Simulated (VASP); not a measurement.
# BiB: single point with PBE

The system is BiB.

```
CELL_PARAMETERS angstrom
0.00000 2.74487 2.74487
2.74487 0.00000 2.74487
2.74487 2.74487 0.00000
ATOMIC_POSITIONS crystal
B 0.00000 0.00000 0.00000
Bi 0.25000 0.25000 0.25000
```

- Program: VASP 6.6.1
- Task: single point
- Functional: PBE
- Potentials or basis: VASP PAW PBE potentials, release 64 (B, Bi_d)
- Cutoff: 520 eV
- k mesh: 8 × 8 × 8
- Occupations: fermi-dirac, width 0.02 eV
- Spin: no spin polarisation
- Dipole correction: no
- Further INCAR settings: ALGO = Normal; EDIFF = 1e-06; NBANDS = 16

The pressure is 1.2 GPa and the band gap on the k mesh is 0.28 eV, direct.

Levels at points of the mesh, in eV from the valence-band top:
| k point | band 5 | band 6 | band 7 | band 8 | band 9 | band 10 | band 11 | band 12 | band 13 | band 14 |
| --- | --- | --- | --- | --- | --- | --- | --- | --- | --- | --- |
| (0.00, 0.00, 0.00) | -23.05 | -14.13 | 0.00 | 0.00 | 0.00 | 0.28 | 2.81 | 2.81 | 2.81 | 6.23 |
| (0.50, 0.00, 0.00) | -23.03 | -12.07 | -7.68 | -1.60 | -1.60 | 0.41 | 4.17 | 4.17 | 6.01 | 8.42 |
| (0.50, 0.50, 0.00) | -23.01 | -11.14 | -7.82 | -3.46 | -3.46 | 0.88 | 0.97 | 8.36 | 8.65 | 8.65 |

Run time: 22 s on 1 thread of Intel(R) Xeon(R) Platinum 8488C (Sapphire Rapids) (shared host), peak memory 0.17 GiB.

Caveat: spin-orbit coupling is left out, which moves the levels of the heavy elements. A k mesh can miss the band edges.
